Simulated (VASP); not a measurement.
Input of a VASP 6.6.1 run:

The input INCAR:

```
SYSTEM = FeS2
PREC = Accurate
ENCUT = 600
EDIFF = 1E-6
ISMEAR = 0
SIGMA = 0.02
LREAL = .FALSE.
LASPH = .TRUE.
NELM = 120
ALGO = Normal
ISIF = 2
LWAVE = .FALSE.
LCHARG = .FALSE.
GGA = PE
NBANDS = 29
GGA_COMPAT = .FALSE.
```

KPOINTS

```
Automatic mesh
0
G
  6 6 8
  0 0 0
```

File POSCAR:

```
FeS2
1.0
    4.2359708792      0.0000000000      0.0000000000
    0.0000000000      5.2017527251      0.0000000000
    0.0000000000      0.0000000000      3.2505215915
Fe S
2 4
Direct
    0.0000000000      0.0000000000      0.0000000000
    0.5000000000      0.5000000000      0.5000000000
    0.2032583128      0.3752048430      0.0000000000
    0.2967416872      0.8752048430      0.5000000000
    0.7967416872      0.6247951570      0.0000000000
    0.7032583128      0.1247951570      0.5000000000
```

Potentials or basis: VASP PAW PBE potentials, release 64 (Fe, S).

Run with:

```sh
$ cat potpaw_PBE.64/Fe/POTCAR potpaw_PBE.64/S/POTCAR > POTCAR
$ mpirun -np 1 vasp_std > vasp.out
```

(1) Predict the band gap on the k mesh.

(2) What does it give for the pressure?

(3) What does it give for the largest force?

Answers

(1) 1.24 eV (least direct gap 1.52 eV).

(2) 26.2 GPa.

(3) 0.089 eV/Å.

Caveat: the cell stands under pressure.
